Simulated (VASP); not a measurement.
A run of VASP 6.6.1 is set up as follows.

The input INCAR:

```
SYSTEM = ZnS
ALGO     = Normal         ! electronic algorithm
EDIFF    = 1E-7           ! SCF threshold, eV
ENCUT    = 520            ! plane-wave cutoff, eV
GGA      = PE             ! functional
ISIF     = 2              ! what is computed and relaxed
ISMEAR   = 0              ! smearing method
LASPH    = .TRUE.         ! aspherical terms in the spheres
LCHARG   = .TRUE.         ! write CHGCAR
LELF     = .TRUE.         ! ELF
LREAL    = .FALSE.        ! projectors in reciprocal space
LVHAR    = .TRUE.       
LWAVE    = .FALSE.        ! write WAVECAR
NBANDS   = 16             ! bands
NELM     = 100            ! most SCF steps
PREC     = Accurate       ! precision mode
SIGMA    = 0.01           ! smearing width, eV
```

The input KPOINTS:

```
k-points
0
G
  10 10 10
  0 0 0
```

POSCAR

```
ZnS
1.0
    0.0000000000      2.7216977293      2.7216977293
    2.7216977293      0.0000000000      2.7216977293
    2.7216977293      2.7216977293      0.0000000000
Zn S
1 1
Direct
    0.0000000000      0.0000000000      0.0000000000
    0.7500000000      0.7500000000      0.7500000000
```

Potentials or basis: VASP PAW PBE potentials, release 64 (Zn, S).

Command:

```sh
$ cat potpaw_PBE.64/Zn/POTCAR potpaw_PBE.64/S/POTCAR > POTCAR
$ mpirun -np 1 vasp_std > vasp.out
```

Question: What does it give for the pressure?

Answer: 0.2 GPa.

Question: Estimate the band gap on the k mesh.

Answer: 2.02 eV, direct.

Expect the measured gap to be larger: semilocal functionals such as PBE lack the derivative discontinuity.
